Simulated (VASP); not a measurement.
# AlNi3 (R-3m) in VASP: a series of runs

The runs below take AlNi3 through single point, with PBE.

Program: VASP 6.6.1. These are calculated values, not measurements. Logs are shortened: lines on timing, memory, paths and dates and some standing lists are left out, and cuts for length are marked.

## Step 1: The cell of the first run

It takes space group R-3m (No. 166, trigonal). Conventional cell: a = 3.817 Å, b = 3.817 Å, c = 10.556 Å, α = 90.00°, β = 90.00°, γ = 120.00°. Within 3.1 Å of Al (site symmetry -3m) lie 14 Ni at 2.37 to 2.82 Å. Ni (site symmetry 3m) has 4 Al at 2.37 to 2.64 Å and 10 Ni at 2.37 to 2.82 Å within 3.1 Å. Ni (site symmetry -3m) has 8 Ni at 2.37 to 2.64 Å and 6 Al at 2.82 Å within 3.1 Å.

## Step 2: Single point, PBE

The input, INCAR:

```
PREC = Accurate ; ENCUT = 520
EDIFF = 1E-6 ; ISMEAR = 0
SIGMA = 0.15 ; LREAL = F
LASPH = T ; NELM = 100
ALGO = Fast ; ISIF = 2
LWAVE = F ; LCHARG = F
GGA = PE ; NBANDS = 24
```

The input, KPOINTS:

```
regular mesh
0
Gamma
  14 14 14
```

The input, POSCAR:

```
AlNi3
1.0
    0.2321160045      2.9311393127      2.9311393127
    2.9311393127      0.2321160045      2.9311393127
    2.9311393127      2.9311393127      0.2321160045
Al Ni
1 3
Direct
    0.5000000000      0.5000000000      0.5000000000
    0.2500000000      0.2500000000      0.2500000000
    0.0000000000      0.0000000000      0.0000000000
    0.7500000000      0.7500000000      0.7500000000
```

Potentials or basis: VASP PAW PBE potentials, release 64 (Al, Ni).

The run is started by

```sh
cat potpaw_PBE.64/Al/POTCAR potpaw_PBE.64/Ni/POTCAR > POTCAR
mpirun -np 1 vasp_std > vasp.out
```

OUTCAR:

```text
PREC = Accurate
   ENCUT = 520
   EDIFF = 1E-6
   ISMEAR = 0
   LREAL = F
   LASPH = T
   NELM = 100
   ISIF = 2
   GGA = PE

 ion  position               nearest neighbor table
   1  0.500  0.500  0.500-   2 2.37   2 2.37   2 2.37   4 2.37   4 2.37   4 2.37   4 2.64   2 2.64
                             3 2.82   3 2.82   3 2.82   3 2.82   3 2.82   3 2.82
   2  0.250  0.250  0.250-   3 2.37   3 2.37   3 2.37   1 2.37   1 2.37   1 2.37   3 2.64   1 2.64
                             4 2.82   4 2.82   4 2.82   4 2.82   4 2.82   4 2.82
   3  0.000  0.000  0.000-   4 2.37   4 2.37   4 2.37   2 2.37   2 2.37   2 2.37   4 2.64   2 2.64
                             1 2.82   1 2.82   1 2.82   1 2.82   1 2.82   1 2.82
   4  0.750  0.750  0.750-   1 2.37   1 2.37   1 2.37   3 2.37   3 2.37   3 2.37   3 2.64   1 2.64
                             2 2.82   2 2.82   2 2.82   2 2.82   2 2.82   2 2.82

  LATTYP: Found a trigonal (rhomboedric) cell.
 ALAT       =     4.1517506164
 COS(alpha) =     0.5773793122

  Lattice vectors:

 A1 = (   0.2321160045,   2.9311393127,   2.9311393127)
 A2 = (   2.9311393127,   0.2321160045,   2.9311393127)
 A3 = (   2.9311393127,   2.9311393127,   0.2321160045)

Analysis of symmetry for initial positions (statically):
=====================================================================
 Subroutine PRICEL returns:
 Original cell was already a primitive cell.

 Routine SETGRP: Setting up the symmetry group for a
 trigonal (rhombohedral) supercell.

 Subroutine GETGRP returns: Found 12 space group operations
 (whereof 12 operations were pure point group operations)
 out of a pool of 12 trial point group operations.

The static configuration has the point symmetry D_3d.

Analysis of symmetry for dynamics (positions and initial velocities):
=====================================================================
 Subroutine PRICEL returns:
 Original cell was already a primitive cell.

 Routine SETGRP: Setting up the symmetry group for a
 trigonal (rhombohedral) supercell.

 Subroutine GETGRP returns: Found 12 space group operations
 (whereof 12 operations were pure point group operations)
 out of a pool of 12 trial point group operations.

The dynamic configuration has the point symmetry D_3d.

 Subroutine INISYM returns: Found 12 space group operations
 (whereof 12 operations are pure point group operations),
 and found     1 'primitive' translations

----------------------------------------------------------------------------------------

                                     Primitive cell

  volume of cell :      44.3960

  direct lattice vectors                    reciprocal lattice vectors
     0.232116005  2.931139313  2.931139313    -0.192307862  0.178196534  0.178196534
     2.931139313  0.232116005  2.931139313     0.178196534 -0.192307862  0.178196534
     2.931139313  2.931139313  0.232116005     0.178196534  0.178196534 -0.192307862

  length of vectors
     4.151750616  4.151750616  4.151750616     0.317002087  0.317002087  0.317002087

  position of ions in fractional coordinates (direct lattice)
     0.500000000  0.500000000  0.500000000
     0.250000000  0.250000000  0.250000000
     0.000000000  0.000000000  0.000000000
     0.750000000  0.750000000  0.750000000

  ion indices of the primitive-cell ions
   primitive index   ion index
                 1           1
                 2           2
                 3           3
                 4           4

----------------------------------------------------------------------------------------

 KPOINTS: regular mesh

Automatic generation of k-mesh.
 Grid dimensions read from file:
 generate k-points for:   14   14   14

 Generating k-lattice:

  Cartesian coordinates                     Fractional coordinates (reciprocal lattice)
    -0.013736276  0.012728324  0.012728324     0.071428571  0.000000000  0.000000000
     0.012728324 -0.013736276  0.012728324     0.000000000  0.071428571  0.000000000
     0.012728324  0.012728324 -0.013736276     0.000000000  0.000000000  0.071428571

  Length of vectors
     0.022643006  0.022643006  0.022643006

  Shift w.r.t. Gamma in fractional coordinates (k-lattice)
     0.000000000  0.000000000  0.000000000

 Subroutine IBZKPT returns following result:
 ===========================================

 Found    288 irreducible k-points:

 Following reciprocal coordinates:
            Coordinates               Weight
  0.000000  0.000000  0.000000      1.000000
  0.071429  0.000000  0.000000      6.000000
  0.142857 -0.000000 -0.000000      6.000000
  0.214286 -0.000000 -0.000000      6.000000
  0.285714  0.000000  0.000000      6.000000
  0.357143 -0.000000 -0.000000      6.000000
[... 16 lines left out ...]
  0.214286  0.142857 -0.000000     12.000000
  0.285714  0.142857 -0.000000     12.000000
 [... further k-points ...]
   k-points           NKPTS =    288   k-points in BZ     NKDIM =    288   number of bands    NBANDS=     24
   number of dos      NEDOS =    301   number of ions     NIONS =      4
   total plane-waves  NPLWV =  32768
   dimension x,y,z NGX =    32 NGY =   32 NGZ =   32
   dimension x,y,z NGXF=    64 NGYF=   64 NGZF=   64
   ions per type =               1   3
   NGX,Y,Z   is equivalent  to a cutoff of  12.81, 12.81, 12.81 a.u.
   NGXF,Y,Z  is equivalent  to a cutoff of  25.63, 25.63, 25.63 a.u.
 SYSTEM =  unknown system
   PREC   = accura    normal or accurate (medium, high low for compatibility)
   ISTART =      0    job   : 0-new  1-cont  2-samecut
   ICHARG =      2    charge: 1-file 2-atom 10-const
   ISPIN  =      1    spin polarized calculation?
   LNONCOLLINEAR =      F non collinear calculations
   LSORBIT =      F    spin-orbit coupling
   LASPH  =      T    aspherical Exc in radial PAW
   ENCUT  =  520.0 eV  38.22 Ry    6.18 a.u.   7.72  7.72  7.72*2*pi/ulx,y,z
   NELM   =    100;   NELMIN=  2; NELMDL= -5     # of ELM steps
   EDIFF  = 0.1E-05   stopping-criterion for ELM
   LREAL  =      F    real-space projection
   EDIFFG = 0.1E-04   stopping-criterion for IOM
   NSW    =      0    number of steps for IOM
   IBRION =     -1    ionic relax: 0-MD 1-quasi-New 2-CG
   NFREE  =      0    steps in history (QN), initial steepest desc. (CG)
   ISIF   =      2    stress and relaxation
   ISYM   =      2    0-nonsym 1-usesym 2-fastsym
   POTIM  = 0.5000    time-step for ionic-motion
   TEBEG  =    0.0;   TEEND  =   0.0 temperature during run
   PSTRESS=    0.0 pullay stress
   NELECT =      33.0000    total number of electrons
   NUPDOWN=      -1.0000    fix difference up-down
   EMIN   =  10.00;   EMAX   =-10.00  energy-range for DOS
   EFERMI =   0.00;   METHOD = LEGACY
   ISMEAR =     0;   SIGMA  =   0.15  broadening in eV -4-tet -1-fermi 0-gaus
   EFERMI_NEDOS =   21; number of points for ismear=-14 and -15
   IALGO  =     68    algorithm
   IMIX   =      4    mixing-type and parameters
     AMIX     =   0.40;   BMIX     =  1.00
     AMIX_MAG =   1.60;   BMIX_MAG =  1.00
  volume/ion in A,a.u.               =      11.10        74.90
  Fermi-wavevector in a.u.,A,eV,Ry     =   1.482967  2.802402 29.921818  2.199192
  Thomas-Fermi vector in A             =   2.596687
   LORBIT       =      0    0 simple, 1 ext, 2 COOP (PROOUT), +10 PAW based schemes
   GGA     = PE    functional components
   LHFCALC =     F    Hartree Fock is set to
   AEXX    =    0.0000 exact exchange contribution
   IVDW    =     0    specifies the selected vdW correction
   LEPSILON=     F    determine dielectric tensor
   LRPA    =     F    only Hartree local field effects (RPA)
 non-spin polarized calculation
 RMM-DIIS sequential band-by-band and
 Gauss-broadening in eV      SIGMA  =   0.15
  energy-cutoff  :      520.00
  volume of cell :       44.40
 maximum number of plane-waves:      1214
   NGX = 15   NGY = 15   NGZ = 15

 number of electron      32.9999990 magnetization

 Free energy of the ion-electron system (eV)
  ---------------------------------------------------
  ext. energy  EPLUGINS =         0.00000000
  ---------------------------------------------------
  free energy    TOTEN  =       -21.33944346 eV

  energy without entropy =      -21.30902135  energy(sigma->0) =      -21.32423241

 E-fermi :   9.8388     XC(G=0): -12.7560

 val. band max:        9.8331516634   @ k =  -0.4286  -0.4286   0.1429
 cond. band min:       9.8472465122   @ k =  -0.2143   0.2857   0.2143
 fundamental gap:      0.0140948488
 Fermi energy:         9.8387974439

 k-point     1 :       0.0000    0.0000    0.0000
  band No.  band energies     occupation
      1      -0.2897      2.00000
      2       6.1832      2.00000
      3       6.2812      2.00000
      4       6.2812      2.00000
      5       6.5001      2.00000
      6       6.5001      2.00000
[... 16 lines left out ...]
     23      17.5451      0.00000
     24      18.5691      0.00000

 k-point     2 :       0.0714    0.0000    0.0000
  band No.  band energies     occupation
      1      -0.2096      2.00000
      2       6.1286      2.00000
      3       6.2693      2.00000
      4       6.3450      2.00000
      5       6.4790      2.00000
      6       6.5623      2.00000
[... 16 lines left out ...]
     23      17.7273      0.00000
     24      18.3389      0.00000

 k-point     3 :       0.1429   -0.0000   -0.0000
  band No.  band energies     occupation
      1       0.0290      2.00000
      2       6.0721      2.00000
      3       6.2706      2.00000
      4       6.2962      2.00000
      5       6.5555      2.00000
      6       6.7054      2.00000
[... 16 lines left out ...]
     23      17.4020      0.00000
     24      18.2191      0.00000
[... 514 lines left out ...]
 k-point    23 :       0.2143    0.1429   -0.0000
  band No.  band energies     occupation
      1       0.3891      2.00000
      2       5.7254      2.00000
      3       6.3980      2.00000
      4       6.5061      2.00000
      5       6.6296      2.00000
      6       6.7630      2.00000
[... 16 lines left out ...]
     23      17.5775      0.00000
     24      18.8538      0.00000

 k-point    24 :       0.2857    0.1429   -0.0000
  band No.  band energies     occupation
      1       0.8139      2.00000
      2       5.6038      2.00000
      3       6.3341      2.00000
      4       6.5171      2.00000
      5       6.7290      2.00000
      6       6.8831      2.00000
[... 16 lines left out ...]
     23      17.6348      0.00000
     24      18.8069      0.00000

 [... further k-points ...]
[... 5 lines left out ...]
  --------------------------------------------------------------------------------------
  -------------------------------------------------------------------------------------
  Total        2.2500360      2.2500360      2.2500360     -2.6103148     -2.6103148     -2.6103148
  in kB       81.2000318     81.2000318     81.2000318    -94.2018922    -94.2018922    -94.2018922
  external PRESSURE =      81.2000318 kB  Pullay stress =       0.0000000 kB

 VOLUME and BASIS-vectors are now :
 -----------------------------------------------------------------------------
  energy-cutoff  :      520.00
  volume of cell :       44.40
      direct lattice vectors                 reciprocal lattice vectors
     0.232116005  2.931139313  2.931139313    -0.192307862  0.178196534  0.178196534
     2.931139313  0.232116005  2.931139313     0.178196534 -0.192307862  0.178196534
     2.931139313  2.931139313  0.232116005     0.178196534  0.178196534 -0.192307862

 POSITION                                       TOTAL-FORCE (eV/Angst)
 -----------------------------------------------------------------------------------
      3.04720      3.04720      3.04720        -0.000000      0.000000     -0.000000
      1.52360      1.52360      1.52360        -0.075867     -0.075867     -0.075867
      0.00000      0.00000      0.00000        -0.000000      0.000000     -0.000000
      4.57080      4.57080      4.57080         0.075867      0.075867      0.075867
 -----------------------------------------------------------------------------------
    total drift:                                0.000000     -0.000000      0.000000

  FREE ENERGIE OF THE ION-ELECTRON SYSTEM (eV)
  ---------------------------------------------------
  free  energy   TOTEN  =       -21.3394434560 eV

  energy  without entropy=      -21.3090213544  energy(sigma->0) =      -21.32423241
```

Run time: 4.3 min. Hardware: 1 thread of AMD EPYC 7R13 (Zen 3), shared host; peak memory 0.35 GiB.

Results:

```yaml
Free_energy: -21.3394 eV
Pressure: 8.1 GPa
Largest_force: 0.131 eV/Å
```

Forces on the atoms (eV/Å):
```
Al   0.000  0.000  0.000
Ni  -0.076 -0.076 -0.076
Ni   0.000  0.000  0.000
Ni   0.076  0.076  0.076
```

Levels at points of the mesh, in eV from the Fermi level:
```
           k point  band 13  band 14  band 15  band 16  band 17  band 18  band 19  band 20
(0.00, 0.00, 0.00)    -0.59    -0.59    -0.42    -0.42     3.91     4.76     6.04     6.04
(0.50, 0.00, 0.00)    -0.85    -0.53    -0.50    -0.42    -0.13     3.69     4.18     4.32
(0.50, 0.50, 0.00)    -0.72    -0.61    -0.55    -0.50    -0.28    -0.26    -0.04     3.75
(0.50, 0.50, 0.50)    -0.54    -0.54    -0.42    -0.42    -0.16     5.06     5.06     5.41
```

## Step 3: Single point, PBE

This run uses another cell than the first one, of 11.40 Å³/atom, 1.027 times its volume.

The input, INCAR:

```
ALGO = Fast ; EDIFF = 1E-6
ENCUT = 520 ; GGA = PE
ISIF = 2 ; ISMEAR = 0
LASPH = T ; LCHARG = F
LREAL = F ; LWAVE = F
NBANDS = 24 ; NELM = 80
PREC = Accurate ; SIGMA = 0.15
```

The input, KPOINTS:

```
k-points
0
Gamma
  14 14 14
```

The input, POSCAR:

```
AlNi3
1.0
   -0.1136321782      2.7802263499      2.7802263499
    2.7802263499     -0.1136321782      2.7802263499
    2.7802263499      2.7802263499     -0.1136321782
Al Ni
1 3
Direct
    0.5000000000      0.5000000000      0.5000000000
    0.2500000000      0.2500000000      0.2500000000
    0.0000000000      0.0000000000      0.0000000000
    0.7500000000      0.7500000000      0.7500000000
```

Potentials or basis: VASP PAW PBE potentials, release 64 (Al, Ni).

The run is started by

```sh
cat potpaw_PBE.64/Al/POTCAR potpaw_PBE.64/Ni/POTCAR > POTCAR
mpirun -np 1 vasp_std > vasp.out
```

Wall time 4.2 min (1 thread of AMD EPYC 7R13 (Zen 3), shared host); peak memory 0.34 GiB.

Results (log left out):

- Free energy: -21.6019 eV
- Pressure: 0.9 GPa
- Largest force: 0.097 eV/Å

Forces on the atoms (eV/Å):
```
Al   0.000  0.000  0.000
Ni   0.056  0.056  0.056
Ni   0.000  0.000  0.000
Ni  -0.056 -0.056 -0.056
```

Stress tensor (GPa, compression positive):
```
0.93 6.19 6.19
6.19 0.93 6.19
6.19 6.19 0.93
```

Levels at points of the mesh, in eV from the Fermi level:
```
           k point  band 12  band 13  band 14  band 15  band 16  band 17  band 18  band 19  band 20  band 21
(0.00, 0.00, 0.00)    -0.80    -0.55    -0.55    -0.48    -0.48     5.10     5.10     5.55     5.58     5.58
(0.50, 0.00, 0.00)    -1.60    -0.65    -0.52    -0.51    -0.43    -0.14     4.31     4.36     4.67     4.73
(0.50, 0.50, 0.00)    -1.02    -0.82    -0.71    -0.57    -0.41    -0.35    -0.28    -0.05     3.88     4.70
(0.50, 0.50, 0.50)    -1.66    -0.71    -0.71    -0.42    -0.42    -0.14     3.93     3.93     4.34     4.34
```
